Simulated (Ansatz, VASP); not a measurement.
One calculation of CaO, two programs

Contents of INCAR:

```
SYSTEM = CaO
  ALGO = Normal
  EDIFF = 1E-6
  ENCUT = 600
  GGA = PE
  GGA_COMPAT = .FALSE.
  ISIF = 2
  ISMEAR = 0
  LASPH = .TRUE.
  LCHARG = .TRUE.
  LELF = .TRUE.
  LREAL = .FALSE.
  LVHAR = .TRUE.
  LWAVE = .FALSE.
  NBANDS = 15
  NELM = 120
  PREC = Accurate
  SIGMA = 0.01
```

The input KPOINTS:

```
k-points
0
G
  4 4 4
  0 0 0
```

File POSCAR:

```
CaO
1.0
    0.0000000000      2.3663429300      2.3663429300
    2.3663429300      0.0000000000      2.3663429300
    2.3663429300      2.3663429300      0.0000000000
Ca O
1 1
Direct
    0.0000000000      0.0000000000      0.0000000000
    0.5000000000      0.5000000000      0.5000000000
```

Input for Ansatz:

```yaml
crystal:
  lattice:
    - [0.0, 2.36634293, 2.36634293]
    - [2.36634293, 0.0, 2.36634293]
    - [2.36634293, 2.36634293, 0.0]
  atoms:
    - { symbol: Ca, position: [0.0, 0.0, 0.0] }
    - { symbol: O, position: [0.5, 0.5, 0.5] }
basis:
  precision: f64
  xc_grid: 2
  ecutwfc: 700
  ecutrho_ratio: 4
kpoints:
  mp_grid: { grid: [4, 4, 4], shift: [0, 0, 0] }
hamiltonian:
  xc: pbe
  dispersion: none
  pseudopotentials:
    kind: paw
    azcp:
      Ca: "pseudopotentials/Ca.paw.azcp"
      O: "pseudopotentials/O.paw.azcp"
magnetization:
  spin_polarized: false
scf:
  lower_state_search: "off"
  max_iter: 200
  occupations: { method: fixed }
  convergence: { dr2_threshold: "1e-10 eV" }
output:
  forces: true
  stress: true
  eigenvalues: true
```

Alike in both runs: task single point; functional PBE; k mesh 4 × 4 × 4; no spin polarisation.

```csv
,VASP,Ansatz
version,VASP 6.6.1,Ansatz 0.2.0-dev
potentials or method,"VASP PAW PBE potentials, release 64 (Ca_sv, O), cutoff 600 eV",hard PAW set made for 700 eV
occupations,"gaussian, width 0.01 eV",fixed
```

|  | VASP | Ansatz | Ansatz less VASP |
| --- | --- | --- | --- |
| gap on the k mesh at the Fermi level (eV) | 3.61 | 3.63 | +0.017 |

The k mesh is coarse, so the values compare programs but aren't converged.
